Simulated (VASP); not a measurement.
The system is MnV.

```
CELL_PARAMETERS angstrom
3.06449 0.00000 0.00000
0.00000 3.06449 0.00000
0.00000 0.00000 3.06449
ATOMIC_POSITIONS crystal
Mn 0.00000 0.00000 0.00000
V 0.50000 0.50000 0.50000
```

This cell differs from its parent crystal: volume scaled by 1.18.

Base run:

* Program: VASP 6.6.1
* Functional: LDA
* Potentials or basis: VASP PAW LDA potentials, release 64 (Mn_pv, V_sv)
* Cutoff: 520 eV
* k mesh: 11 × 11 × 11
* Occupations: fermi-dirac, width 0.05 eV
* Spin: no spin polarisation

Its results: pressure -42.0 GPa.

The run is repeated on the same cell with these changes: spin from no spin polarisation to collinear spin, ferromagnetic start; further incar settings from ALGO = Normal; EDIFF = 1e-06; NBANDS = 20 to ALGO = Normal; EDIFF = 1e-07; NBANDS = 24. What comes out?

Pressure -40.9 GPa; net moment 0.07 μB per cell; site moments Mn +0.58; V -0.46 μB.

Caveats: the moment fell far below its start of 4 μB, so a state of higher moment may lie lower in energy (some runs).
